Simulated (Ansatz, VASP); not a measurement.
**One calculation of InAs, two programs**

```xyz
2
Lattice="0.0000 3.0546 3.0546 3.0546 0.0000 3.0546 3.0546 3.0546 0.0000" Properties=species:S:1:pos:R:3 pbc="T T T"
In    0.0000    0.0000    0.0000
As    1.5273    1.5273    1.5273
```

Alike in both runs: task single point; functional PBE; k mesh 8 × 8 × 8; occupations fermi-dirac, width 0.02 eV; no spin polarisation.

|  | VASP | Ansatz |
| --- | --- | --- |
| version | VASP 6.6.1 | Ansatz 0.2.0 |
| potentials or method | VASP PAW PBE potentials, release 64 (In_d, As) | plane waves, PAW |
| plane-wave cutoff (eV) | 520 | 420 |
| valence electrons in the cell | 18 | 28 |

Ansatz gave:

| Item | Value |
| --- | --- |
| pressure (GPa) | 2.0 |

**Question.** Estimate VASP's values.

**Answer.** Pressure (GPa): 2.1.

VASP's potentials hold 18 valence electrons a cell and Ansatz's 28, so a difference there can come from the potentials and not from the codes.
